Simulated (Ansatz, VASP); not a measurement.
# MgO in VASP and in Ansatz

File INCAR:

```
ALGO = Normal
EDIFF = 1E-6
ENCUT = 520
GGA = PE
ISIF = 2
ISMEAR = 0
LASPH = T
LCHARG = F
LREAL = F
LWAVE = F
NBANDS = 16
NELM = 100
PREC = Accurate
SIGMA = 0.05
```

KPOINTS

```
k-points
0
Gamma
  9 9 6
```

POSCAR

```
MgO
1.0
    3.3152854007      0.0000000000      0.0000000000
   -1.6576427004      2.8711213778      0.0000000000
    0.0000000000      0.0000000000      5.1215474231
Mg O
2 2
Direct
    0.3350912710      0.6926843755      0.0063188067
    0.6649087290      0.3073156245      0.5063188067
    0.3317090913      0.6426276703      0.3982811933
    0.6682909087      0.3573723297      0.8982811933
```

Input for Ansatz:

```yaml
crystal:
  lattice:
    - [3.3152854007, 0.0, 0.0]
    - [-1.6576427004, 2.8711213778, 0.0]
    - [0.0, 0.0, 5.1215474231]
  atoms:
    - { symbol: Mg, position: [0.335091271, 0.6926843755, 0.0063188067] }
    - { symbol: Mg, position: [0.664908729, 0.3073156245, 0.5063188067] }
    - { symbol: O, position: [0.3317090913, 0.6426276703, 0.3982811933] }
    - { symbol: O, position: [0.6682909087, 0.3573723297, 0.8982811933] }
basis:
  ecutwfc: 520.0
kpoints:
  mp_grid: { grid: [9, 9, 6] }
hamiltonian:
  xc: pbe
  pseudopotentials: { kind: paw, azcp: { folder: soft_1 } }
scf:
  occupations: { method: gaussian, width: 0.05 }
output:
  forces: true
  stress: true
  eigenvalues: true
  write_density: true
  write_potential: true
  elf: true
  volumetric_format: npy
```

Change from the starting cell: mode 4 frozen in at -0.037 Å and mode 5 at +0.075 Å (largest displacements).

Alike in both runs: task single point; functional PBE; k mesh 9 × 9 × 6; occupations gaussian, width 0.05 eV; no spin polarisation.

```csv
,VASP,Ansatz
version,VASP 6.6.1,Ansatz 0.2.0
potentials or method,"VASP PAW PBE potentials, release 64 (Mg, O), cutoff 520 eV","scalar-relativistic, plane waves, PAW"
valence electrons in the cell,16,32
```

|  | VASP | Ansatz | Ansatz less VASP |
| --- | --- | --- | --- |
| gap on the k mesh at the Fermi level (eV) | 3.34 | 3.37 | +0.020 |
| least direct gap on the mesh (eV) | 3.34 | 3.37 | +0.020 |
| pressure (GPa) | -0.6 | -0.1 | +0.44 |
| traceless stress, the component that is largest in VASP (GPa) | -0.20 | -0.18 | +0.025 |
| rms of the force components (eV/Å) | 0.127 | 0.126 | -0.0013 |

Atom by atom the forces differ by 0.001 eV/Å (rms over components). VASP's potentials hold 16 valence electrons a cell and Ansatz's 32, so a difference there can come from the potentials and not from the codes.
